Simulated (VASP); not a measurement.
# Ge (P6_3/mmc) in VASP: relaxation of cell and atoms with revPBE

Aim: the relaxation of cell and atoms of Ge with revPBE.

All numbers are computed with VASP 6.6.1; they aren't measurements. Logs are shortened: lines on timing, memory, paths and dates and some standing lists are left out, and cuts for length are marked.

### 1 The cell of the first run

It takes space group P6_3/mmc (No. 194, hexagonal). The conventional cell has a = 2.520 Å, b = 2.520 Å, c = 4.083 Å, α = 90.00°, β = 90.00°, γ = 120.00°. Ge (site symmetry -6m2) has 12 Ge at 2.51 to 2.52 Å within 3.3 Å.

This isn't the form of Ge at room conditions, which is diamond.

### 2 Relaxation of cell and atoms, revPBE

INCAR reads:

```
SYSTEM = Ge
ALGO = Normal
EDIFF = 1E-7
EDIFFG = -0.005
ENCUT = 600
GGA = RE
IBRION = 2
ISIF = 3
ISMEAR = -1
LASPH = .TRUE.
LCHARG = .FALSE.
LREAL = .FALSE.
LWAVE = .FALSE.
NELM = 100
NSW = 100
PREC = Accurate
SIGMA = 0.05
```

KPOINTS reads:

```
k-points
0
G
  15 15 8
  0 0 0
```

POSCAR reads:

```
Ge
1.0
    2.5202003676      0.0000000000      0.0000000000
   -1.2601001838      2.1825575410      0.0000000000
    0.0000000000      0.0000000000      4.0827245956
Ge
2
Direct
    0.3333333333      0.6666666667      0.2500000000
    0.6666666667      0.3333333333      0.7500000000
```

Potentials or basis: VASP PAW PBE potentials, release 64 (Ge_d).

The run is started by

```sh
cat potpaw_PBE.64/Ge_d/POTCAR > POTCAR
mpirun -np 1 vasp_std > vasp.out
```

OUTCAR:

```text
SYSTEM = Ge
   EDIFF = 1E-7
   EDIFFG = -0.005
   ENCUT = 600
   GGA = RE
   IBRION = 2
   ISIF = 3
   ISMEAR = -1
   LASPH = .TRUE.
   LREAL = .FALSE.
   NELM = 100
   NSW = 100
   PREC = Accurate

 ion  position               nearest neighbor table
   1  0.333  0.667  0.250-   2 2.51   2 2.51   2 2.51   2 2.51   2 2.51   2 2.51
   2  0.667  0.333  0.750-   1 2.51   1 2.51   1 2.51   1 2.51   1 2.51   1 2.51

  LATTYP: Found a hexagonal cell.
 ALAT       =     2.5202003676
 C/A-ratio  =     1.6200000000

  Lattice vectors:

 A1 = (   2.5202003676,   0.0000000000,   0.0000000000)
 A2 = (  -1.2601001838,   2.1825575410,   0.0000000000)
 A3 = (   0.0000000000,   0.0000000000,   4.0827245956)

Analysis of symmetry for initial positions (statically):
=====================================================================
 Subroutine PRICEL returns:
 Original cell was already a primitive cell.

 Routine SETGRP: Setting up the symmetry group for a
 hexagonal supercell.

 Subroutine GETGRP returns: Found 24 space group operations
 (whereof 12 operations were pure point group operations)
 out of a pool of 24 trial point group operations.

The static configuration has the point symmetry D_3d.
 The point group associated with its full space group is D_6h.

Analysis of symmetry for dynamics (positions and initial velocities):
=====================================================================
 Subroutine PRICEL returns:
 Original cell was already a primitive cell.

 Routine SETGRP: Setting up the symmetry group for a
 hexagonal supercell.

 Subroutine GETGRP returns: Found 24 space group operations
 (whereof 12 operations were pure point group operations)
 out of a pool of 24 trial point group operations.

The dynamic configuration has the point symmetry D_3d.
 The point group associated with its full space group is D_6h.

 Subroutine INISYM returns: Found 24 space group operations
 (whereof 12 operations are pure point group operations),
 and found     1 'primitive' translations

----------------------------------------------------------------------------------------

                                     Primitive cell

  volume of cell :      22.4570

  direct lattice vectors                    reciprocal lattice vectors
     2.520200368  0.000000000  0.000000000     0.396793847  0.229089035  0.000000000
    -1.260100184  2.182557541  0.000000000     0.000000000  0.458178069  0.000000000
     0.000000000  0.000000000  4.082724596     0.000000000  0.000000000  0.244934474

  length of vectors
     2.520200368  2.520200368  4.082724596     0.458178069  0.458178069  0.244934474

  position of ions in fractional coordinates (direct lattice)
     0.333333333  0.666666667  0.250000000
     0.666666667  0.333333333  0.750000000
[... 66 lines left out ...]
   NGXF,Y,Z  is equivalent  to a cutoff of  26.39, 26.39, 29.32 a.u.
 SYSTEM =  Ge
   PREC   = accura    normal or accurate (medium, high low for compatibility)
   ISTART =      0    job   : 0-new  1-cont  2-samecut
   ICHARG =      2    charge: 1-file 2-atom 10-const
   ISPIN  =      1    spin polarized calculation?
   LNONCOLLINEAR =      F non collinear calculations
   LSORBIT =      F    spin-orbit coupling
   LASPH  =      T    aspherical Exc in radial PAW
   ENCUT  =  600.0 eV  44.10 Ry    6.64 a.u.   5.03  5.03  8.15*2*pi/ulx,y,z
   NELM   =    100;   NELMIN=  2; NELMDL= -5     # of ELM steps
   EDIFF  = 0.1E-06   stopping-criterion for ELM
   LREAL  =      F    real-space projection
   EDIFFG = -.5E-02   stopping-criterion for IOM
   NSW    =    100    number of steps for IOM
   IBRION =      2    ionic relax: 0-MD 1-quasi-New 2-CG
   NFREE  =      1    steps in history (QN), initial steepest desc. (CG)
   ISIF   =      3    stress and relaxation
   ISYM   =      2    0-nonsym 1-usesym 2-fastsym
   POTIM  = 0.5000    time-step for ionic-motion
   TEBEG  =    0.0;   TEEND  =   0.0 temperature during run
   PSTRESS=    0.0 pullay stress
   NELECT =      28.0000    total number of electrons
   NUPDOWN=      -1.0000    fix difference up-down
   EMIN   =  10.00;   EMAX   =-10.00  energy-range for DOS
   EFERMI =   0.00;   METHOD = LEGACY
   ISMEAR =    -1;   SIGMA  =   0.05  broadening in eV -4-tet -1-fermi 0-gaus
   EFERMI_NEDOS =   21; number of points for ismear=-14 and -15
   IALGO  =     38    algorithm
   IMIX   =      4    mixing-type and parameters
     AMIX     =   0.40;   BMIX     =  1.00
     AMIX_MAG =   1.60;   BMIX_MAG =  1.00
  volume/ion in A,a.u.               =      11.23        75.77
  Fermi-wavevector in a.u.,A,eV,Ry     =   1.762019  3.329733 42.242151  3.104711
  Thomas-Fermi vector in A             =   2.830474
   LORBIT       =      0    0 simple, 1 ext, 2 COOP (PROOUT), +10 PAW based schemes
   GGA     = RE    functional components
   LHFCALC =     F    Hartree Fock is set to
   AEXX    =    0.0000 exact exchange contribution
   IVDW    =     0    specifies the selected vdW correction
   LEPSILON=     F    determine dielectric tensor
   LRPA    =     F    only Hartree local field effects (RPA)
 conjugate gradient relaxation of ions
 non-spin polarized calculation
  energy-cutoff  :      600.00
  volume of cell :       22.46
 maximum number of plane-waves:       774
   NGX = 11   NGY = 11   NGZ = 17

--------------------------------------- Ionic step        1  -------------------------------------------

 number of electron      27.9999989 magnetization

 Free energy of the ion-electron system (eV)
  ---------------------------------------------------
  ext. energy  EPLUGINS =         0.00000000
  ---------------------------------------------------
  free energy    TOTEN  =        -3.96879992 eV

  energy without entropy =       -3.96364500  energy(sigma->0) =       -3.96622246

 E-fermi :  14.1955     XC(G=0): -14.1018

 val. band max:       14.1944796992   @ k =   0.2667   0.0000   0.3750
 cond. band min:      14.2194099984   @ k =   0.2000   0.0000   0.3750
 fundamental gap:      0.0249302992
 Fermi energy:        14.1955142103
[... 1118 lines left out ...]
  FREE ENERGIE OF THE ION-ELECTRON SYSTEM (eV)
  ---------------------------------------------------
  free  energy   TOTEN  =        -7.7426253809 eV

  energy  without entropy=       -7.7359765433  energy(sigma->0) =       -7.73930096

[... ionic steps 4 to 7 ...]

--------------------------------------- Ionic step        8  -------------------------------------------

 number of electron      28.0000008 magnetization

------------------------ aborting loop because EDIFF is reached ----------------------------------------
[... 67 lines left out ...]
--------------------------------------- Ionic step       10  -------------------------------------------

 number of electron      28.0000001 magnetization

 Free energy of the ion-electron system (eV)
  ---------------------------------------------------
  ext. energy  EPLUGINS =         0.00000000
  ---------------------------------------------------
  free energy    TOTEN  =        -7.75304731 eV

  energy without entropy =       -7.74563701  energy(sigma->0) =       -7.74934216

 E-fermi :   6.4576     XC(G=0): -11.0329

 val. band max:        6.4559077015   @ k =   0.2667   0.0000   0.2500
 cond. band min:       6.4631149864   @ k =   0.4667   0.0667   0.1250
 fundamental gap:      0.0072072848
 Fermi energy:         6.4576437713
[... 533 lines left out ...]
  FREE ENERGIE OF THE ION-ELECTRON SYSTEM (eV)
  ---------------------------------------------------
  free  energy   TOTEN  =        -7.7530473054 eV

  energy  without entropy=       -7.7456370135  energy(sigma->0) =       -7.74934216

 reached required accuracy - stopping structural energy minimisation
```

It took 9.3 min on 1 thread of Intel Xeon 8259CL, shared host; peak memory 0.19 GiB.

Results:

* Free energy: -7.7530 eV
* Relaxed volume: 19.60 Å³/atom
* Relaxed cell: a = 2.988 Å, b = 2.988 Å, c = 5.071 Å, α = 90.00°, β = 90.00°, γ = 120.00°
* Space group after relaxing (to 0.1 Å): P6_3/mmc (No. 194)
* Energy gained by relaxing: 1892.1 meV/atom
* Ionic steps: 10
* Pressure after relaxing: 0.0 GPa
* Band gap on the k mesh: zero (bands 14 and 15 overlap by 9.94 eV)

Step by step:
| step | energy change (eV) | largest force (eV/Å) | pressure (GPa) | volume (Å³) |
| --- | --- | --- | --- | --- |
| 1 | 0.0000 | 0.0000 | 120.44 | 22.46 |
| 2 | -2.6401 | 0.0000 | -11.03 | 62.58 |
| 3 | -3.7738 | 0.0000 | -0.26 | 39.34 |
| 4 | -3.7737 | 0.0000 | 0.31 | 38.94 |
| 5 | -3.7803 | 0.0000 | 0.32 | 38.94 |
| 6 | -3.7836 | 0.0000 | 0.35 | 38.92 |
| 7 | -3.7839 | 0.0000 | 0.43 | 38.93 |
| 8 | -3.7839 | 0.0000 | 0.42 | 38.93 |
| 9 | -3.7842 | 0.0000 | -0.05 | 39.26 |
| 10 | -3.7842 | 0.0000 | -0.03 | 39.20 |

Final structure:
```xyz
2
Lattice="2.9878 0.0000 0.0000 -1.4939 2.5875 0.0000 0.0000 0.0000 5.0710" Properties=species:S:1:pos:R:3 pbc="T T T"
Ge    0.0000    1.7250    1.2677
Ge    1.4939    0.8625    3.8032
```

Levels at points of the mesh, in eV from the Fermi level:
```tsv
k point	band 10	band 11	band 12	band 13	band 14	band 15	band 16	band 17	band 18
(0.00, 0.00, 0.00)	-24.68	-12.84	-8.22	-5.41	7.10	7.10	8.05	8.78	8.78
(0.00, 0.00, 0.50)	-24.70	-11.42	-11.42	0.60	0.60	7.98	7.98	7.98	7.98
```

Caveat: the volume moved by over 15 % at a fixed basis, so the end points are rough; the PAW data sets were made with another functional, which shifts forces and pressure a little.
